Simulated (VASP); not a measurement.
Ir:

```
CELL_PARAMETERS angstrom
0.00000 1.90151 1.76023
1.90151 0.00000 1.76023
1.90151 1.90151 0.00000
ATOMIC_POSITIONS crystal
Ir 0.00000 0.00000 0.00000
```

This cell differs from its parent crystal: volume 12.729 Å^3 an atom, c/a of the conventional cell 0.9257.

Base run:

| Item | Value |
| --- | --- |
| Program | VASP 6.6.1 |
| Functional | LDA |
| Potentials or basis | VASP PAW LDA potentials, release 64 (Ir) |
| Cutoff | 520 eV |
| k mesh | 22 × 22 × 22 |
| Occupations | gaussian, width 0.15 eV |
| Spin | no spin polarisation |

Its results: pressure 47.0 GPa.

Task: The run is repeated on the same cell with these changes: potentials or basis from VASP PAW LDA potentials, release 64 (Ir) to VASP PAW LDA potentials, release 64 (Ir_sv_GW); cutoff from 520 eV to 500 eV; further incar settings from ALGO = Fast; EDIFF = 1e-06; NBANDS = 10 to ALGO = Normal; EDIFF = 1e-06; NBANDS = 14; valence electrons from 9 to 17. What comes out?

Result: Pressure 41.7 GPa.
